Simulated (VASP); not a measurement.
## Ba2SO: single point with HSE06

Ba2SO:

```xyz
4
Lattice="4.2930 0.0000 0.0000 0.0000 4.2930 0.0000 0.0000 0.0000 6.0775" Properties=species:S:1:pos:R:3 pbc="T T T"
O     0.0000    0.0000    0.0000
Ba    0.0000    0.0000    3.0388
Ba    2.1465    2.1465    0.0000
S     2.1465    2.1465    3.0388
```

| Quantity | Value |
| --- | --- |
| Program | VASP 6.6.1 |
| Task | single point |
| Functional | HSE06 |
| Potentials or basis | VASP PAW PBE potentials, release 64 (O, Ba_sv, S) |
| Cutoff | 520 eV |
| k mesh | 4 × 4 × 2 |
| Occupations | gaussian, width 0.01 eV |
| Spin | no spin polarisation |
| Dipole correction | no |
| Grid for exact exchange (PRECFOCK) | Normal |
| Further INCAR settings | ALGO = Normal; EDIFF = 1e-06; NBANDS = 24 |
| Screening parameter | 0.2079 1/Å |

```
Pressure               : 0.7 GPa
Band gap on the k mesh : 2.67 eV, direct
```

Stress tensor (GPa, compression positive):
```
0.33 0.00 0.00
0.00 0.33 0.00
0.00 0.00 1.36
```

Levels at points of the mesh, in eV from the valence-band top:
| k point | band 14 | band 15 | band 16 | band 17 | band 18 | band 19 |
| --- | --- | --- | --- | --- | --- | --- |
| (0.00, 0.00, 0.00) | -0.06 | 0.00 | 0.00 | 2.67 | 4.00 | 4.99 |
| (0.50, 0.00, 0.00) | -0.95 | -0.67 | -0.23 | 4.86 | 6.02 | 6.02 |
| (0.50, 0.50, 0.00) | -0.07 | -0.07 | -0.02 | 2.82 | 2.82 | 6.07 |
| (0.00, 0.00, 0.50) | -0.65 | -0.06 | -0.06 | 3.04 | 4.35 | 5.15 |
| (0.50, 0.00, 0.50) | -1.03 | -0.86 | -0.74 | 5.86 | 6.23 | 6.79 |
| (0.50, 0.50, 0.50) | -0.71 | -0.20 | -0.20 | 4.67 | 4.67 | 5.80 |

It took 12 min on 1 × NVIDIA H100 80GB with 1 thread of AMD EPYC 7R13 Processor (Zen 3), on a shared host, peak memory 1.3 GiB.

Caveat: the k points lie up to 0.52 Å⁻¹ apart; the PAW data sets were made with another functional, which shifts forces and pressure a little; spin-orbit coupling is left out, which moves the levels of the heavy elements. A k mesh can miss the band edges.
